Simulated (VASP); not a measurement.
# Ta4N (P-43m) in VASP: notebook

Ta4N is run at these levels: PBE; tasks: single point.

Everything below comes from runs of VASP 6.6.1. Logs are shortened: lines on timing, memory, paths and dates and some standing lists are left out, and cuts for length are marked.

### Step 1. The cell of the first run

It takes space group P-43m (No. 215, cubic). The conventional cell has a = 4.407 Å, b = 4.407 Å, c = 4.407 Å, α = 90.00°, β = 90.00°, γ = 90.00°. Within 2.6 Å of Ta (site symmetry 3m) lie 1 N at 1.97 Å. Within 2.6 Å of N (site symmetry -43m) lie 4 Ta at 1.97 Å.

The cell was generated, and may not be a known phase.

### Step 2. Single point, PBE

INCAR

```
PREC = Accurate
ENCUT = 700
EDIFF = 1E-6
ISMEAR = 0
SIGMA = 0.1
LREAL = F
LASPH = T
NELM = 120
ALGO = Normal
ISIF = 2
LWAVE = F
LCHARG = F
GGA = PE
NBANDS = 36
GGA_COMPAT = F
```

KPOINTS

```
regular mesh
0
Gamma
  4 4 4
```

POSCAR

```
Ta4N
1.0
    4.4072828205      0.0000000000      0.0000000000
    0.0000000000      4.4072828205      0.0000000000
    0.0000000000      0.0000000000      4.4072828205
Ta N
4 1
Direct
    0.2582869908      0.7417130092      0.7417130092
    0.7417130092      0.2582869908      0.7417130092
    0.7417130092      0.7417130092      0.2582869908
    0.2582869908      0.2582869908      0.2582869908
    0.0000000000      0.0000000000      0.0000000000
```

Potentials or basis: VASP PAW PBE potentials, release 64 (Ta_sv_GW, N).

Launch:

```bash
$ cat potpaw_PBE.64/Ta_sv_GW/POTCAR potpaw_PBE.64/N/POTCAR > POTCAR
$ mpirun -np 1 vasp_std > vasp.out
```

OUTCAR:

```text
PREC = Accurate
   ENCUT = 700
   EDIFF = 1E-6
   ISMEAR = 0
   LREAL = F
   LASPH = T
   NELM = 120
   ISIF = 2
   GGA = PE

 ion  position               nearest neighbor table
   1  0.258  0.742  0.742-   5 1.97   3 3.01   4 3.01   2 3.01   2 3.12   4 3.12   3 3.12   4 3.12
                             2 3.12   3 3.12   3 3.22   4 3.22   2 3.22
   2  0.742  0.258  0.742-   5 1.97   3 3.01   4 3.01   1 3.01   1 3.12   4 3.12   3 3.12   4 3.12
                             1 3.12   3 3.12   3 3.22   4 3.22   1 3.22
   3  0.742  0.742  0.258-   5 1.97   2 3.01   4 3.01   1 3.01   1 3.12   4 3.12   2 3.12   4 3.12
                             1 3.12   2 3.12   4 3.22   1 3.22   2 3.22
   4  0.258  0.258  0.258-   5 1.97   2 3.01   3 3.01   1 3.01   1 3.12   2 3.12   1 3.12   3 3.12
                             2 3.12   3 3.12   1 3.22   2 3.22   3 3.22
   5  0.000  0.000  0.000-   1 1.97   2 1.97   3 1.97   4 1.97

  LATTYP: Found a simple cubic cell.
 ALAT       =     4.4072828205

  Lattice vectors:

 A1 = (   4.4072828205,   0.0000000000,   0.0000000000)
 A2 = (   0.0000000000,   4.4072828205,   0.0000000000)
 A3 = (   0.0000000000,   0.0000000000,   4.4072828205)

Analysis of symmetry for initial positions (statically):
=====================================================================
 Subroutine PRICEL returns:
 Original cell was already a primitive cell.

 Routine SETGRP: Setting up the symmetry group for a
 simple cubic supercell.

 Subroutine GETGRP returns: Found 24 space group operations
 (whereof 24 operations were pure point group operations)
 out of a pool of 48 trial point group operations.

The static configuration has the point symmetry T_d .

Analysis of symmetry for dynamics (positions and initial velocities):
=====================================================================
 Subroutine PRICEL returns:
 Original cell was already a primitive cell.

 Routine SETGRP: Setting up the symmetry group for a
 simple cubic supercell.

 Subroutine GETGRP returns: Found 24 space group operations
 (whereof 24 operations were pure point group operations)
 out of a pool of 48 trial point group operations.

The dynamic configuration has the point symmetry T_d .

 Subroutine INISYM returns: Found 24 space group operations
 (whereof 24 operations are pure point group operations),
 and found     1 'primitive' translations

----------------------------------------------------------------------------------------

                                     Primitive cell

  volume of cell :      85.6077

  direct lattice vectors                    reciprocal lattice vectors
     4.407282820  0.000000000  0.000000000     0.226897170  0.000000000  0.000000000
     0.000000000  4.407282820  0.000000000     0.000000000  0.226897170  0.000000000
     0.000000000  0.000000000  4.407282820     0.000000000  0.000000000  0.226897170

  length of vectors
     4.407282820  4.407282820  4.407282820     0.226897170  0.226897170  0.226897170

  position of ions in fractional coordinates (direct lattice)
     0.258286991  0.741713009  0.741713009
     0.741713009  0.258286991  0.741713009
     0.741713009  0.741713009  0.258286991
     0.258286991  0.258286991  0.258286991
     0.000000000  0.000000000  0.000000000

  ion indices of the primitive-cell ions
   primitive index   ion index
                 1           1
                 2           2
                 3           3
                 4           4
                 5           5

----------------------------------------------------------------------------------------

 KPOINTS: regular mesh

Automatic generation of k-mesh.
 Grid dimensions read from file:
 generate k-points for:    4    4    4

 Generating k-lattice:

  Cartesian coordinates                     Fractional coordinates (reciprocal lattice)
     0.056724293  0.000000000  0.000000000     0.250000000  0.000000000  0.000000000
     0.000000000  0.056724293  0.000000000     0.000000000  0.250000000  0.000000000
     0.000000000  0.000000000  0.056724293     0.000000000  0.000000000  0.250000000

  Length of vectors
     0.056724293  0.056724293  0.056724293

  Shift w.r.t. Gamma in fractional coordinates (k-lattice)
     0.000000000  0.000000000  0.000000000

 Subroutine IBZKPT returns following result:
 ===========================================

 Found     10 irreducible k-points:

 Following reciprocal coordinates:
            Coordinates               Weight
  0.000000  0.000000  0.000000      1.000000
  0.250000  0.000000  0.000000      6.000000
  0.500000  0.000000  0.000000      3.000000
  0.250000  0.250000  0.000000     12.000000
  0.500000  0.250000  0.000000     12.000000
  0.500000  0.500000  0.000000      3.000000
  0.250000  0.250000  0.250000      8.000000
  0.500000  0.250000  0.250000     12.000000
  0.500000  0.500000  0.250000      6.000000
  0.500000  0.500000  0.500000      1.000000
   k-points           NKPTS =     10   k-points in BZ     NKDIM =     10   number of bands    NBANDS=     36
   number of dos      NEDOS =    301   number of ions     NIONS =      5
   total plane-waves  NPLWV =  64000
   dimension x,y,z NGX =    40 NGY =   40 NGZ =   40
   dimension x,y,z NGXF=    80 NGYF=   80 NGZF=   80
   ions per type =               4   1
   NGX,Y,Z   is equivalent  to a cutoff of  15.09, 15.09, 15.09 a.u.
   NGXF,Y,Z  is equivalent  to a cutoff of  30.18, 30.18, 30.18 a.u.
 SYSTEM =  unknown system
   PREC   = accura    normal or accurate (medium, high low for compatibility)
   ISTART =      0    job   : 0-new  1-cont  2-samecut
   ICHARG =      2    charge: 1-file 2-atom 10-const
   ISPIN  =      1    spin polarized calculation?
   LNONCOLLINEAR =      F non collinear calculations
   LSORBIT =      F    spin-orbit coupling
   LASPH  =      T    aspherical Exc in radial PAW
   ENCUT  =  700.0 eV  51.45 Ry    7.17 a.u.   9.51  9.51  9.51*2*pi/ulx,y,z
   NELM   =    120;   NELMIN=  2; NELMDL= -5     # of ELM steps
   EDIFF  = 0.1E-05   stopping-criterion for ELM
   LREAL  =      F    real-space projection
   EDIFFG = 0.1E-04   stopping-criterion for IOM
   NSW    =      0    number of steps for IOM
   IBRION =     -1    ionic relax: 0-MD 1-quasi-New 2-CG
   NFREE  =      0    steps in history (QN), initial steepest desc. (CG)
   ISIF   =      2    stress and relaxation
   ISYM   =      2    0-nonsym 1-usesym 2-fastsym
   POTIM  = 0.5000    time-step for ionic-motion
   TEBEG  =    0.0;   TEEND  =   0.0 temperature during run
   PSTRESS=    0.0 pullay stress
   NELECT =      57.0000    total number of electrons
   NUPDOWN=      -1.0000    fix difference up-down
   EMIN   =  10.00;   EMAX   =-10.00  energy-range for DOS
   EFERMI =   0.00;   METHOD = LEGACY
   ISMEAR =     0;   SIGMA  =   0.10  broadening in eV -4-tet -1-fermi 0-gaus
   EFERMI_NEDOS =   21; number of points for ismear=-14 and -15
   IALGO  =     38    algorithm
   IMIX   =      4    mixing-type and parameters
     AMIX     =   0.40;   BMIX     =  1.00
     AMIX_MAG =   1.60;   BMIX_MAG =  1.00
  volume/ion in A,a.u.               =      17.12       115.54
  Fermi-wavevector in a.u.,A,eV,Ry     =   1.429537  2.701434 27.804556  2.043577
  Thomas-Fermi vector in A             =   2.549480
   LORBIT       =      0    0 simple, 1 ext, 2 COOP (PROOUT), +10 PAW based schemes
   GGA     = PE    functional components
   LHFCALC =     F    Hartree Fock is set to
   AEXX    =    0.0000 exact exchange contribution
   IVDW    =     0    specifies the selected vdW correction
   LEPSILON=     F    determine dielectric tensor
   LRPA    =     F    only Hartree local field effects (RPA)
 non-spin polarized calculation
 Gauss-broadening in eV      SIGMA  =   0.10
  energy-cutoff  :      700.00
  volume of cell :       85.61
 maximum number of plane-waves:      3695
 NGX is ok and might be reduce to    40
   NGX = 19   NGY = 19   NGZ = 19

 number of electron      56.9999995 magnetization

 Free energy of the ion-electron system (eV)
  ---------------------------------------------------
  ext. energy  EPLUGINS =         0.00000000
  ---------------------------------------------------
  free energy    TOTEN  =       -66.13220499 eV

  energy without entropy =      -66.10789045  energy(sigma->0) =      -66.12004772

 E-fermi :   9.4335     XC(G=0): -12.4797

 val. band max:        9.4258494627   @ k =   0.5000   0.2500   0.2500
 cond. band min:       9.4648047052   @ k =   0.5000   0.0000   0.0000
 fundamental gap:      0.0389552425
 Fermi energy:         9.4335460477

 k-point     1 :       0.0000    0.0000    0.0000
  band No.  band energies     occupation
      1     -58.4140      2.00000
      2     -58.3447      2.00000
      3     -58.3447      2.00000
      4     -58.3447      2.00000
      5     -25.4068      2.00000
      6     -25.0898      2.00000
[... 28 lines left out ...]
     35      14.3055      0.00000
     36      14.3056      0.00000

 k-point     2 :       0.2500    0.0000    0.0000
  band No.  band energies     occupation
      1     -58.4042      2.00000
      2     -58.3543      2.00000
      3     -58.3445      2.00000
      4     -58.3445      2.00000
      5     -25.3211      2.00000
      6     -25.0368      2.00000
[... 28 lines left out ...]
     35      13.0552      0.00000
     36      13.0552      0.00000

 k-point     3 :       0.5000    0.0000    0.0000
  band No.  band energies     occupation
      1     -58.3854      2.00000
      2     -58.3732      2.00000
      3     -58.3444      2.00000
      4     -58.3444      2.00000
      5     -25.1232      2.00000
      6     -25.1102      2.00000
[... 28 lines left out ...]
     35      11.6976      0.00000
     36      13.0956      0.00000
[... 196 lines left out ...]
 k-point     9 :       0.5000    0.5000    0.2500
  band No.  band energies     occupation
      1     -58.3682      2.00000
      2     -58.3602      2.00000
      3     -58.3602      2.00000
      4     -58.3585      2.00000
      5     -25.3535      2.00000
      6     -25.1149      2.00000
[... 28 lines left out ...]
     35      12.6302      0.00000
     36      13.2064      0.00000

 k-point    10 :       0.5000    0.5000    0.5000
  band No.  band energies     occupation
      1     -58.3663      2.00000
      2     -58.3601      2.00000
      3     -58.3601      2.00000
      4     -58.3601      2.00000
      5     -25.4458      2.00000
      6     -25.1673      2.00000
[... 28 lines left out ...]
     35      12.6229      0.00000
     36      14.3463      0.00000

------------------------ aborting loop because EDIFF is reached ----------------------------------------

  FORCE on cell =-STRESS in cart. coord.  units (eV):
  Direction    XX          YY          ZZ          XY          YZ          ZX
  --------------------------------------------------------------------------------------
  -------------------------------------------------------------------------------------
  Total       -0.1911261     -0.1911261     -0.1911261      0.0000000     -0.0000000      0.0000000
  in kB       -3.5769910     -3.5769910     -3.5769910      0.0000000     -0.0000000      0.0000000
  external PRESSURE =      -3.5769910 kB  Pullay stress =       0.0000000 kB

 VOLUME and BASIS-vectors are now :
 -----------------------------------------------------------------------------
  energy-cutoff  :      700.00
  volume of cell :       85.61
      direct lattice vectors                 reciprocal lattice vectors
     4.407282820  0.000000000  0.000000000     0.226897170  0.000000000  0.000000000
     0.000000000  4.407282820  0.000000000     0.000000000  0.226897170  0.000000000
     0.000000000  0.000000000  4.407282820     0.000000000  0.000000000  0.226897170

 POSITION                                       TOTAL-FORCE (eV/Angst)
 -----------------------------------------------------------------------------------
      1.13834      3.26894      3.26894        -0.000815      0.000815      0.000815
      3.26894      1.13834      3.26894         0.000815     -0.000815      0.000815
      3.26894      3.26894      1.13834         0.000815      0.000815     -0.000815
      1.13834      1.13834      1.13834        -0.000815     -0.000815     -0.000815
      0.00000      0.00000      0.00000        -0.000000      0.000000      0.000000
 -----------------------------------------------------------------------------------
    total drift:                                0.000000      0.000000     -0.000000

  FREE ENERGIE OF THE ION-ELECTRON SYSTEM (eV)
  ---------------------------------------------------
  free  energy   TOTEN  =       -66.1322049877 eV

  energy  without entropy=      -66.1078904480  energy(sigma->0) =      -66.12004772
```

It took 36 s on 1 thread of AMD EPYC 9R45 (Zen 5), shared host; peak memory 0.23 GiB.

What came out:

* Free energy: -66.1322 eV
* Pressure: -0.4 GPa
* Band gap on the k mesh: zero (an odd number of electrons rules out a gap without spin polarisation)

Caveat: spin-orbit coupling is left out, which moves the levels of the heavy elements.

### Step 3. Single point, PBE, collinear spin

INCAR

```
PREC = Accurate ; ENCUT = 700
EDIFF = 1E-6 ; ISMEAR = 0
SIGMA = 0.1 ; LREAL = F
LASPH = T ; NELM = 200
ALGO = Normal ; ISIF = 2
LWAVE = F ; LCHARG = F
ISPIN = 2 ; MAGMOM = 1 1 1 1 0
LORBIT = 11 ; LMAXMIX = 4
GGA = PE ; NBANDS = 40
GGA_COMPAT = F
```

KPOINTS is that of step 2.

POSCAR is that of step 2.

Potentials or basis: VASP PAW PBE potentials, release 64 (Ta_sv_GW, N).

Launch:

```bash
$ cat potpaw_PBE.64/Ta_sv_GW/POTCAR potpaw_PBE.64/N/POTCAR > POTCAR
$ mpirun -np 1 vasp_std > vasp.out
```

Run time: 2.2 min. Hardware: 1 thread of Intel Xeon Platinum 8175M at 2.50GHz (Skylake/Cascade Lake), shared host; peak memory 0.33 GiB.

The run converged. Its results:

```
Free energy                                           : -66.1322 eV
Pressure                                              : -0.4 GPa
Net moment                                            : 0.00 μB per cell
Valence electrons inside the program's atomic spheres : Ta 11.62; N 3.87
```

Forces on the atoms (eV/Å):
```
Ta  -0.001  0.001  0.001
Ta   0.001 -0.001  0.001
Ta   0.001  0.001 -0.001
Ta  -0.001 -0.001 -0.001
N    0.000  0.000  0.000
```

Levels at points of the mesh, in eV from the Fermi level:
Spin up:
| k point | band 25 | band 26 | band 27 | band 28 | band 29 | band 30 | band 31 | band 32 |
| --- | --- | --- | --- | --- | --- | --- | --- | --- |
| (0.00, 0.00, 0.00) | -2.04 | -2.04 | -0.84 | 1.96 | 1.96 | 2.41 | 2.41 | 2.41 |
| (0.50, 0.00, 0.00) | -1.32 | -1.27 | -1.07 | -1.06 | 0.03 | 0.19 | 1.64 | 1.64 |
| (0.50, 0.50, 0.00) | -1.13 | -0.90 | -0.67 | -0.67 | -0.11 | -0.11 | 1.38 | 1.56 |
| (0.50, 0.50, 0.50) | 0.06 | 0.06 | 0.37 | 0.37 | 0.37 | 0.39 | 0.39 | 0.39 |
Spin down:
| k point | band 24 | band 25 | band 26 | band 27 | band 28 | band 29 | band 30 | band 31 | band 32 | band 33 |
| --- | --- | --- | --- | --- | --- | --- | --- | --- | --- | --- |
| (0.00, 0.00, 0.00) | -2.04 | -2.04 | -2.04 | -0.84 | 1.96 | 1.96 | 2.41 | 2.41 | 2.41 | 3.14 |
| (0.50, 0.00, 0.00) | -1.61 | -1.32 | -1.27 | -1.07 | -1.06 | 0.03 | 0.19 | 1.64 | 1.64 | 2.13 |
| (0.50, 0.50, 0.00) | -2.08 | -1.13 | -0.90 | -0.67 | -0.67 | -0.11 | -0.11 | 1.38 | 1.56 | 1.56 |
| (0.50, 0.50, 0.50) | -1.69 | 0.06 | 0.06 | 0.37 | 0.37 | 0.37 | 0.39 | 0.39 | 0.39 | 3.19 |

Caveat: spin-orbit coupling is left out, which moves the levels of the heavy elements.

The gap in the log of VASP goes by the Fermi energy; the results here count the filled bands.